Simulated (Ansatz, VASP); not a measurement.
One calculation of B5As2, two programs

```xyz
14
Lattice="2.9906 0.0000 0.0000 -1.4953 2.5899 0.0000 0.0000 0.0000 21.7797" Properties=species:S:1:pos:R:3 pbc="T T T"
B     0.0000    0.0000   10.8899
B     1.4953    0.8633   10.9281
B     0.0000    1.7266   10.8517
B     0.0000    0.0000   16.3348
B     0.0000    1.7266   16.3348
B     0.0000    0.0000    0.0000
B     0.0000    1.7266   21.8179
B     1.4953    0.8633   -0.0382
B     0.0000    0.0000    5.4449
B     1.4953    0.8633    5.4449
As    0.0000    1.7266    7.3334
As    0.0000    1.7266    3.5564
As    1.4953    0.8633   18.2233
As    1.4953    0.8633   14.4463
```

Alike in both runs: functional PBE; k mesh 6 × 6 × 1; occupations gaussian, width 0.2 eV; no spin polarisation.

Ansatz relaxed the structure, and its values are those at the end. VASP's run is a single point on that final structure, the one shown.

```csv
,VASP,Ansatz
version,VASP 6.6.1,Ansatz 0.2.0
potentials or method,"VASP PAW PBE potentials, release 64 (B, As), cutoff 500 eV","scalar-relativistic, plane waves, PAW"
valence electrons in the cell,50,90
```

```csv
,VASP,Ansatz,Ansatz less VASP
gap on the k mesh at the Fermi level (eV),none,none,-
pressure (GPa),0.1,0.1,-0.05
rms of the force components (eV/Å),0.010,0.006,-0.0046
```

A gap of «none» marks a metal or a gap that the smearing closes. VASP's potentials hold 50 valence electrons a cell and Ansatz's 90, so a difference there can come from the potentials and not from the codes.

The k mesh is coarse, so the values compare programs but aren't converged.
